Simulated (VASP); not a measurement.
Here is a VASP 6.6.1 calculation.

Contents of INCAR:

```
ALGO = Normal
EDIFF = 1E-6
EDIFFG = -0.03
ENCUT = 520
GGA = PE
IBRION = 2
ISIF = 2
ISMEAR = 0
LASPH = T
LCHARG = F
LREAL = Auto
LWAVE = F
NELM = 60
NSW = 80
PREC = Accurate
SIGMA = 0.05
```

The input KPOINTS:

```
k-points
0
Gamma
  3 3 3
```

The input POSCAR:

```
Al
1.0
    8.1000000000      0.0000000000      0.0000000000
    0.0000000000      8.1000000000      0.0000000000
    0.0000000000      0.0000000000      8.1000000000
Al
31
Direct
    0.5000000000      0.0000000000      0.0000000000
    0.7500000000      0.2500000000      0.0000000000
    0.7500000000      0.0000000000      0.2500000000
    0.0000000000      0.0000000000      0.0000000000
    0.5000000000      0.5000000000      0.0000000000
    0.7500000000      0.7500000000      0.0000000000
    0.2500000000      0.0000000000      0.2500000000
    0.5000000000      0.2500000000      0.2500000000
    0.7500000000      0.5000000000      0.2500000000
    0.5000000000      0.0000000000      0.5000000000
    0.7500000000      0.2500000000      0.5000000000
    0.7500000000      0.0000000000      0.7500000000
    0.0000000000      0.5000000000      0.0000000000
    0.2500000000      0.7500000000      0.0000000000
    0.0000000000      0.2500000000      0.2500000000
    0.2500000000      0.5000000000      0.2500000000
    0.5000000000      0.7500000000      0.2500000000
    0.0000000000      0.0000000000      0.5000000000
    0.2500000000      0.2500000000      0.5000000000
    0.5000000000      0.5000000000      0.5000000000
    0.7500000000      0.7500000000      0.5000000000
    0.2500000000      0.0000000000      0.7500000000
    0.5000000000      0.2500000000      0.7500000000
    0.7500000000      0.5000000000      0.7500000000
    0.0000000000      0.7500000000      0.2500000000
    0.0000000000      0.5000000000      0.5000000000
    0.2500000000      0.7500000000      0.5000000000
    0.0000000000      0.2500000000      0.7500000000
    0.2500000000      0.5000000000      0.7500000000
    0.5000000000      0.7500000000      0.7500000000
    0.0000000000      0.7500000000      0.7500000000
```

Potentials or basis: VASP PAW PBE potentials, release 64 (Al).

The run is started by

```sh
$ cat potpaw_PBE.64/Al/POTCAR > POTCAR
$ mpirun -np 1 vasp_std > vasp.out
```

(1) Estimate the band gap on the k mesh.

(2) Estimate the energy gained by relaxing.

## Answers

(1) zero (an odd number of electrons rules out a gap without spin polarisation).

(2) 0.8 meV/atom.
